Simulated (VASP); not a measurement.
# CdI2 (P-3m1) in VASP: notebook

The runs below take CdI2 through single point, with PBE, LDA, r2SCAN, HSE06.

All numbers are computed with VASP 6.6.1; they aren't measurements. Logs are shortened: lines on timing, memory, paths and dates and some standing lists are left out, and cuts for length are marked.

## (1) The cell of the first run

Symmetry: P-3m1, No. 164, trigonal system. The conventional cell has a = 4.248 Å, b = 4.248 Å, c = 6.884 Å, α = 90.00°, β = 90.00°, γ = 120.00°. Cd (site symmetry -3m) has 6 I at 2.99 Å within 3.9 Å. Within 3.9 Å of I (site symmetry 3m) lie 3 Cd at 2.99 Å.

## (2) Single point, PBE

File INCAR:

```
PREC = Accurate
ENCUT = 500
EDIFF = 1E-6
ISMEAR = 0
SIGMA = 0.01
LREAL = False
LASPH = True
NELM = 120
ALGO = Normal
ISIF = 2
LWAVE = False
LCHARG = False
GGA = PE
NBANDS = 20
GGA_COMPAT = False
```

File KPOINTS:

```
regular mesh
0
Gamma
  6 6 2
```

File POSCAR:

```
CdI2
1.0
    4.2483568949      0.0000000000      0.0000000000
   -2.1241784474      3.6791849953      0.0000000000
    0.0000000000      0.0000000000      6.8844151716
Cd I
1 2
Direct
    0.0000000000      0.0000000000      0.0000000000
    0.3333333333      0.6666666667      0.2495592320
    0.6666666667      0.3333333333      0.7504407680
```

Potentials or basis: VASP PAW PBE potentials, release 64 (Cd, I).

Started as:

```
$ cat potpaw_PBE.64/Cd/POTCAR potpaw_PBE.64/I/POTCAR > POTCAR
$ mpirun -np 1 vasp_std > vasp.out
```

OUTCAR:

```text
PREC = Accurate
   ENCUT = 500
   EDIFF = 1E-6
   ISMEAR = 0
   LREAL = False
   LASPH = True
   NELM = 120
   ISIF = 2
   GGA = PE

 ion  position               nearest neighbor table
   1  0.000  0.000  0.000-   2 2.99   3 2.99   2 2.99   3 2.99   3 2.99   2 2.99
   2  0.333  0.667  0.250-   1 2.99   1 2.99   1 2.99
   3  0.667  0.333  0.750-   1 2.99   1 2.99   1 2.99

  LATTYP: Found a hexagonal cell.
 ALAT       =     4.2483568949
 C/A-ratio  =     1.6204888953

  Lattice vectors:

 A1 = (   4.2483568949,   0.0000000000,   0.0000000000)
 A2 = (  -2.1241784474,   3.6791849953,   0.0000000000)
 A3 = (   0.0000000000,   0.0000000000,   6.8844151716)

Analysis of symmetry for initial positions (statically):
=====================================================================
 Subroutine PRICEL returns:
 Original cell was already a primitive cell.

 Routine SETGRP: Setting up the symmetry group for a
 hexagonal supercell.

 Subroutine GETGRP returns: Found 12 space group operations
 (whereof 12 operations were pure point group operations)
 out of a pool of 24 trial point group operations.

The static configuration has the point symmetry D_3d.

Analysis of symmetry for dynamics (positions and initial velocities):
=====================================================================
 Subroutine PRICEL returns:
 Original cell was already a primitive cell.

 Routine SETGRP: Setting up the symmetry group for a
 hexagonal supercell.

 Subroutine GETGRP returns: Found 12 space group operations
 (whereof 12 operations were pure point group operations)
 out of a pool of 24 trial point group operations.

The dynamic configuration has the point symmetry D_3d.

 Subroutine INISYM returns: Found 12 space group operations
 (whereof 12 operations are pure point group operations),
 and found     1 'primitive' translations

----------------------------------------------------------------------------------------

                                     Primitive cell

  volume of cell :     107.6068

  direct lattice vectors                    reciprocal lattice vectors
     4.248356895  0.000000000  0.000000000     0.235385121  0.135899663  0.000000000
    -2.124178447  3.679184995  0.000000000     0.000000000  0.271799325  0.000000000
     0.000000000  0.000000000  6.884415172     0.000000000  0.000000000  0.145255621

  length of vectors
     4.248356895  4.248356895  6.884415172     0.271799325  0.271799325  0.145255621

  position of ions in fractional coordinates (direct lattice)
     0.000000000  0.000000000  0.000000000
     0.333333333  0.666666667  0.249559232
     0.666666667  0.333333333  0.750440768

  ion indices of the primitive-cell ions
   primitive index   ion index
                 1           1
                 2           2
                 3           3

----------------------------------------------------------------------------------------

 KPOINTS: regular mesh

Automatic generation of k-mesh.
 Grid dimensions read from file:
 generate k-points for:    6    6    2

 Generating k-lattice:

  Cartesian coordinates                     Fractional coordinates (reciprocal lattice)
     0.039230853  0.022649944  0.000000000     0.166666667  0.000000000  0.000000000
     0.000000000  0.045299888  0.000000000     0.000000000  0.166666667  0.000000000
     0.000000000  0.000000000  0.072627810     0.000000000  0.000000000  0.500000000

  Length of vectors
     0.045299888  0.045299888  0.072627810

  Shift w.r.t. Gamma in fractional coordinates (k-lattice)
     0.000000000  0.000000000  0.000000000

 Subroutine IBZKPT returns following result:
 ===========================================

 Found     14 irreducible k-points:

 Following reciprocal coordinates:
            Coordinates               Weight
  0.000000  0.000000  0.000000      1.000000
  0.166667  0.000000  0.000000      6.000000
  0.333333  0.000000  0.000000      6.000000
  0.500000  0.000000  0.000000      3.000000
  0.166667  0.166667  0.000000      6.000000
  0.333333  0.166667  0.000000     12.000000
  0.333333  0.333333  0.000000      2.000000
  0.000000  0.000000  0.500000      1.000000
  0.166667  0.000000  0.500000      6.000000
  0.333333  0.000000  0.500000      6.000000
  0.500000  0.000000  0.500000      3.000000
  0.166667  0.166667  0.500000      6.000000
  0.333333  0.166667  0.500000     12.000000
  0.333333  0.333333  0.500000      2.000000
   k-points           NKPTS =     14   k-points in BZ     NKDIM =     14   number of bands    NBANDS=     20
   number of dos      NEDOS =    301   number of ions     NIONS =      3
   total plane-waves  NPLWV =  51200
   dimension x,y,z NGX =    32 NGY =   32 NGZ =   50
   dimension x,y,z NGXF=    64 NGYF=   64 NGZF=  100
   ions per type =               1   2
   NGX,Y,Z   is equivalent  to a cutoff of  12.52, 12.52, 12.07 a.u.
   NGXF,Y,Z  is equivalent  to a cutoff of  25.04, 25.04, 24.15 a.u.
 SYSTEM =  unknown system
   PREC   = accura    normal or accurate (medium, high low for compatibility)
   ISTART =      0    job   : 0-new  1-cont  2-samecut
   ICHARG =      2    charge: 1-file 2-atom 10-const
   ISPIN  =      1    spin polarized calculation?
   LNONCOLLINEAR =      F non collinear calculations
   LSORBIT =      F    spin-orbit coupling
   LASPH  =      T    aspherical Exc in radial PAW
   ENCUT  =  500.0 eV  36.75 Ry    6.06 a.u.   7.75  7.75 12.55*2*pi/ulx,y,z
   NELM   =    120;   NELMIN=  2; NELMDL= -5     # of ELM steps
   EDIFF  = 0.1E-05   stopping-criterion for ELM
   LREAL  =      F    real-space projection
   EDIFFG = 0.1E-04   stopping-criterion for IOM
   NSW    =      0    number of steps for IOM
   IBRION =     -1    ionic relax: 0-MD 1-quasi-New 2-CG
   NFREE  =      0    steps in history (QN), initial steepest desc. (CG)
   ISIF   =      2    stress and relaxation
   ISYM   =      2    0-nonsym 1-usesym 2-fastsym
   POTIM  = 0.5000    time-step for ionic-motion
   TEBEG  =    0.0;   TEEND  =   0.0 temperature during run
   PSTRESS=    0.0 pullay stress
   NELECT =      26.0000    total number of electrons
   NUPDOWN=      -1.0000    fix difference up-down
   EMIN   =  10.00;   EMAX   =-10.00  energy-range for DOS
   EFERMI =   0.00;   METHOD = LEGACY
   ISMEAR =     0;   SIGMA  =   0.01  broadening in eV -4-tet -1-fermi 0-gaus
   EFERMI_NEDOS =   21; number of points for ismear=-14 and -15
   IALGO  =     38    algorithm
   IMIX   =      4    mixing-type and parameters
     AMIX     =   0.40;   BMIX     =  1.00
     AMIX_MAG =   1.60;   BMIX_MAG =  1.00
  volume/ion in A,a.u.               =      35.87       242.06
  Fermi-wavevector in a.u.,A,eV,Ry     =   1.019654  1.926866 14.145893  1.039694
  Thomas-Fermi vector in A             =   2.153180
   LORBIT       =      0    0 simple, 1 ext, 2 COOP (PROOUT), +10 PAW based schemes
   GGA     = PE    functional components
   LHFCALC =     F    Hartree Fock is set to
   AEXX    =    0.0000 exact exchange contribution
   IVDW    =     0    specifies the selected vdW correction
   LEPSILON=     F    determine dielectric tensor
   LRPA    =     F    only Hartree local field effects (RPA)
 non-spin polarized calculation
 Gauss-broadening in eV      SIGMA  =   0.01
  energy-cutoff  :      500.00
  volume of cell :      107.61
 maximum number of plane-waves:      2786
 NGX is ok and might be reduce to    32
   NGX = 15   NGY = 15   NGZ = 25

 number of electron      25.9999996 magnetization

 Free energy of the ion-electron system (eV)
  ---------------------------------------------------
  ext. energy  EPLUGINS =         0.00000000
  ---------------------------------------------------
  free energy    TOTEN  =        -5.49340472 eV

  energy without entropy =       -5.49340472  energy(sigma->0) =       -5.49340472

 E-fermi :   2.0071     XC(G=0):  -8.5461

 val. band max:        1.9612455338   @ k =   0.0000   0.0000   0.5000
 cond. band min:       4.3353016149   @ k =   0.5000   0.0000   0.5000
 fundamental gap:      2.3740560811
 Fermi energy:         2.0071458130

 k-point     1 :       0.0000    0.0000    0.0000
  band No.  band energies     occupation
      1     -10.1293      2.00000
      2      -9.4337      2.00000
      3      -5.6134      2.00000
      4      -5.6134      2.00000
      5      -5.4987      2.00000
      6      -5.4174      2.00000
[... 12 lines left out ...]
     19      11.0255      0.00000
     20      11.1296      0.00000

 k-point     2 :       0.1667    0.0000    0.0000
  band No.  band energies     occupation
      1      -9.9973      2.00000
      2      -9.4152      2.00000
      3      -5.5948      2.00000
      4      -5.5518      2.00000
      5      -5.4705      2.00000
      6      -5.4223      2.00000
[... 12 lines left out ...]
     19      10.1566      0.00000
     20      11.1080      0.00000

 k-point     3 :       0.3333    0.0000    0.0000
  band No.  band energies     occupation
      1      -9.6929      2.00000
      2      -9.3913      2.00000
      3      -5.5760      2.00000
      4      -5.4996      2.00000
      5      -5.4207      2.00000
      6      -5.3813      2.00000
[... 12 lines left out ...]
     19      10.4980      0.00000
     20      11.1173      0.00000

 k-point     4 :       0.5000    0.0000    0.0000
  band No.  band energies     occupation
      1      -9.4583      2.00000
      2      -9.4443      2.00000
      3      -5.5754      2.00000
      4      -5.5090      2.00000
      5      -5.4094      2.00000
      6      -5.3553      2.00000
[... 12 lines left out ...]
     19      11.1107      0.00000
     20      11.6441      0.00000

 k-point     5 :       0.1667    0.1667    0.0000
  band No.  band energies     occupation
      1      -9.7784      2.00000
      2      -9.3920      2.00000
      3      -5.5727      2.00000
      4      -5.4808      2.00000
      5      -5.4410      2.00000
      6      -5.3951      2.00000
[... 12 lines left out ...]
     19       9.2111      0.00000
     20      11.4693      0.00000

 k-point     6 :       0.3333    0.1667    0.0000
  band No.  band energies     occupation
      1      -9.5121      2.00000
      2      -9.3915      2.00000
      3      -5.5404      2.00000
      4      -5.4786      2.00000
      5      -5.4097      2.00000
      6      -5.3725      2.00000
[... 12 lines left out ...]
     19      10.3734      0.00000
     20      11.2562      0.00000

 k-point     7 :       0.3333    0.3333    0.0000
  band No.  band energies     occupation
      1      -9.4043      2.00000
      2      -9.4043      2.00000
      3      -5.4553      2.00000
      4      -5.4553      2.00000
      5      -5.3909      2.00000
      6      -5.3783      2.00000
[... 12 lines left out ...]
     19      10.3394      0.00000
     20      10.3394      0.00000

 k-point     8 :       0.0000    0.0000    0.5000
  band No.  band energies     occupation
      1      -9.9593      2.00000
      2      -9.6516      2.00000
      3      -5.6130      2.00000
      4      -5.6130      2.00000
      5      -5.4884      2.00000
      6      -5.4175      2.00000
[... 12 lines left out ...]
     19      10.4303      0.00000
     20      10.5141      0.00000

 k-point     9 :       0.1667    0.0000    0.5000
  band No.  band energies     occupation
      1      -9.8400      2.00000
      2      -9.6050      2.00000
      3      -5.5948      2.00000
      4      -5.5651      2.00000
      5      -5.4643      2.00000
      6      -5.4237      2.00000
[... 12 lines left out ...]
     19       9.8923      0.00000
     20      10.7153      0.00000

 k-point    10 :       0.3333    0.0000    0.5000
  band No.  band energies     occupation
      1      -9.5930      2.00000
      2      -9.4954      2.00000
      3      -5.5771      2.00000
      4      -5.5052      2.00000
      5      -5.4164      2.00000
      6      -5.3813      2.00000
[... 12 lines left out ...]
     19      11.0976      0.00000
     20      11.2833      0.00000

 k-point    11 :       0.5000    0.0000    0.5000
  band No.  band energies     occupation
      1      -9.5034      2.00000
      2      -9.3914      2.00000
      3      -5.5770      2.00000
      4      -5.5133      2.00000
      5      -5.4031      2.00000
      6      -5.3553      2.00000
[... 12 lines left out ...]
     19      11.3853      0.00000
     20      11.7021      0.00000

 k-point    12 :       0.1667    0.1667    0.5000
  band No.  band energies     occupation
      1      -9.6498      2.00000
      2      -9.5323      2.00000
      3      -5.5685      2.00000
      4      -5.4949      2.00000
      5      -5.4385      2.00000
      6      -5.4103      2.00000
[... 12 lines left out ...]
     19      10.0340      0.00000
     20      10.9082      0.00000

 k-point    13 :       0.3333    0.1667    0.5000
  band No.  band energies     occupation
      1      -9.4781      2.00000
      2      -9.4223      2.00000
      3      -5.5332      2.00000
      4      -5.4814      2.00000
      5      -5.4063      2.00000
      6      -5.3730      2.00000
[... 12 lines left out ...]
     19      10.1878      0.00000
     20      11.4055      0.00000

 k-point    14 :       0.3333    0.3333    0.5000
  band No.  band energies     occupation
      1      -9.4033      2.00000
      2      -9.4033      2.00000
      3      -5.4495      2.00000
      4      -5.4495      2.00000
      5      -5.3892      2.00000
      6      -5.3727      2.00000
[... 12 lines left out ...]
     19      10.9775      0.00000
     20      10.9778      0.00000

------------------------ aborting loop because EDIFF is reached ----------------------------------------

  FORCE on cell =-STRESS in cart. coord.  units (eV):
  Direction    XX          YY          ZZ          XY          YZ          ZX
  --------------------------------------------------------------------------------------
  -------------------------------------------------------------------------------------
  Total        1.1675452      1.1675452      1.1054336      0.0000000      0.0000000     -0.0000000
  in kB       17.3837956     17.3837956     16.4590053      0.0000000      0.0000000     -0.0000000
  external PRESSURE =      17.0755321 kB  Pullay stress =       0.0000000 kB

 VOLUME and BASIS-vectors are now :
 -----------------------------------------------------------------------------
  energy-cutoff  :      500.00
  volume of cell :      107.61
      direct lattice vectors                 reciprocal lattice vectors
     4.248356895  0.000000000  0.000000000     0.235385121  0.135899663  0.000000000
    -2.124178447  3.679184995  0.000000000     0.000000000  0.271799325  0.000000000
     0.000000000  0.000000000  6.884415172     0.000000000  0.000000000  0.145255621

 POSITION                                       TOTAL-FORCE (eV/Angst)
 -----------------------------------------------------------------------------------
      0.00000      0.00000      0.00000         0.000000      0.000000      0.000000
     -0.00000      2.45279      1.71807         0.000000     -0.000000      0.092514
      2.12418      1.22639      5.16635        -0.000000      0.000000     -0.092514
 -----------------------------------------------------------------------------------
    total drift:                                0.000000     -0.000000     -0.000000

  FREE ENERGIE OF THE ION-ELECTRON SYSTEM (eV)
  ---------------------------------------------------
  free  energy   TOTEN  =        -5.4934047168 eV

  energy  without entropy=       -5.4934047168  energy(sigma->0) =       -5.49340472
```

Wall time 38 s (1 thread of Intel Xeon 8259CL, shared host); peak memory 0.23 GiB.

What came out:

| Item | Value |
| --- | --- |
| Free energy | -5.4934 eV |
| Pressure | 1.7 GPa |
| Largest force | 0.093 eV/Å |
| Band gap on the k mesh | 2.37 eV (least direct gap 2.60 eV) |

Forces on the atoms (eV/Å):
```
Cd   0.000  0.000  0.000
I    0.000  0.000  0.093
I    0.000  0.000 -0.093
```

Levels at points of the mesh, in eV from the valence-band top:
```
           k point  band 11  band 12  band 13  band 14  band 15  band 16
(0.00, 0.00, 0.00)    -0.14    -0.14    -0.13     2.47     4.48     6.35
(0.50, 0.00, 0.00)    -1.49    -0.69    -0.12     2.66     5.01     5.95
(0.00, 0.00, 0.50)    -0.41     0.00     0.00     3.59     4.52     6.14
(0.50, 0.00, 0.50)    -1.20    -0.49    -0.44     2.37     4.95     5.83
```

Caveat: the k points lie up to 0.46 Å⁻¹ apart; spin-orbit coupling is left out, which moves the levels of the heavy elements; this functional lacks dispersion, which binds the layers, so the pressure and a relaxed spacing across them are unreliable.

## (3) Single point, PBE

File INCAR:

```
SYSTEM = CdI2
  PREC = Accurate
  ENCUT = 500
  EDIFF = 1E-6
  ISMEAR = 0
  SIGMA = 0.01
  LREAL = .FALSE.
  LASPH = .TRUE.
  NELM = 120
  ALGO = Normal
  ISIF = 2
  LWAVE = .FALSE.
  LCHARG = .FALSE.
  GGA = PE
  NBANDS = 20
  GGA_COMPAT = .FALSE.
```

File KPOINTS:

```
Automatic mesh
0
G
  6 6 2
  0 0 0
```

POSCAR is that of step 2.

Potentials or basis: VASP PAW PBE potentials, release 64 (Cd, I).

Started as:

```
$ cat potpaw_PBE.64/Cd/POTCAR potpaw_PBE.64/I/POTCAR > POTCAR
$ mpirun -np 1 vasp_std > vasp.out
```

Run time: 47 s. Hardware: 1 thread of Intel Xeon 8259CL, shared host; peak memory 0.23 GiB.

It converged, with:

- Free energy: -5.4934 eV
- Pressure: 1.7 GPa
- Largest force: 0.093 eV/Å
- Band gap on the k mesh: 2.37 eV (least direct gap 2.60 eV)

Forces on the atoms (eV/Å):
```
Cd   0.000  0.000  0.000
I    0.000  0.000  0.093
I    0.000  0.000 -0.093
```

Stress tensor (GPa, compression positive):
```
1.74 0.00 0.00
0.00 1.74 0.00
0.00 0.00 1.65
```

Levels at points of the mesh, in eV from the valence-band top:
```
           k point  band 9  band 10  band 11  band 12  band 13  band 14  band 15  band 16  band 17  band 18
(0.00, 0.00, 0.00)   -0.29    -0.29    -0.14    -0.14    -0.13     2.47     4.48     6.35     6.35     8.37
(0.50, 0.00, 0.00)   -2.73    -1.97    -1.49    -0.69    -0.12     2.66     5.01     5.95     6.51     7.56
(0.00, 0.00, 0.50)   -1.58    -0.41    -0.41     0.00     0.00     3.59     4.52     6.14     6.14     7.79
(0.50, 0.00, 0.50)   -3.16    -1.29    -1.20    -0.49    -0.44     2.37     4.95     5.83     6.62     7.27
```

Caveat: the k points lie up to 0.46 Å⁻¹ apart; spin-orbit coupling is left out, which moves the levels of the heavy elements; this functional lacks dispersion, which binds the layers, so the pressure and a relaxed spacing across them are unreliable. A k mesh can miss the band edges.

(Continued in part 2 of 3.)
